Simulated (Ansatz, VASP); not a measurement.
SnSe: VASP beside Ansatz

The input INCAR:

```
SYSTEM = SnSe
ALGO = Normal
EDIFF = 1E-6
ENCUT = 500
GGA_COMPAT = .FALSE.
ISIF = 2
ISMEAR = 0
LASPH = .TRUE.
LCHARG = .TRUE.
LELF = .TRUE.
LREAL = .FALSE.
LVHAR = .TRUE.
LWAVE = .FALSE.
NBANDS = 17
NELM = 120
PREC = Accurate
SIGMA = 0.05
```

Contents of KPOINTS:

```
k-points
0
G
  8 8 8
  0 0 0
```

The input POSCAR:

```
SnSe
1.0
    0.0000000000      3.0099999632      3.0099999632
    3.0099999632      0.0000000000      3.0099999632
    3.0099999632      3.0099999632      0.0000000000
Sn Se
1 1
Direct
    0.0000000000      0.0000000000      0.0000000000
    0.5000000000      0.5000000000      0.5000000000
```

Input for Ansatz:

```yaml
crystal:
  lattice:
    - [0.0, 3.0099999632, 3.0099999632]
    - [3.0099999632, 0.0, 3.0099999632]
    - [3.0099999632, 3.0099999632, 0.0]
  atoms:
    - { symbol: Sn, position: [0.0, 0.0, 0.0] }
    - { symbol: Se, position: [0.5, 0.5, 0.5] }
basis:
  ecutwfc: 420
  ecutrho_ratio: 4
kpoints:
  mp_grid: { grid: [8, 8, 8] }
hamiltonian:
  xc: lda
scf:
  occupations: { method: gaussian, width: 0.05 }
output:
  forces: true
  stress: true
  eigenvalues: true
```

Alike in both runs: task single point; functional LDA; k mesh 8 × 8 × 8; occupations gaussian, width 0.05 eV; no spin polarisation.

|  | VASP | Ansatz |
| --- | --- | --- |
| version | VASP 6.6.1 | Ansatz 0.2.0 |
| potentials or method | VASP PAW LDA potentials, release 64 (Sn_d, Se), cutoff 500 eV | scalar-relativistic, plane waves, PAW |
| valence electrons in the cell | 20 | 30 |

Ansatz gave:

```
gap on the k mesh at the Fermi level (eV) : 0.61
least direct gap on the mesh (eV)         : 0.61
pressure (GPa)                            : -3.4
```

Problem. Estimate VASP's values.

Solution. gap on the k mesh at the Fermi level (eV): 0.63; least direct gap on the mesh (eV): 0.63; pressure (GPa): -3.3.

LDA's correlation is that of Perdew and Zunger in VASP and of Perdew and Wang (1992) in Ansatz. VASP's potentials hold 20 valence electrons a cell and Ansatz's 30, so a difference there can come from the potentials and not from the codes.
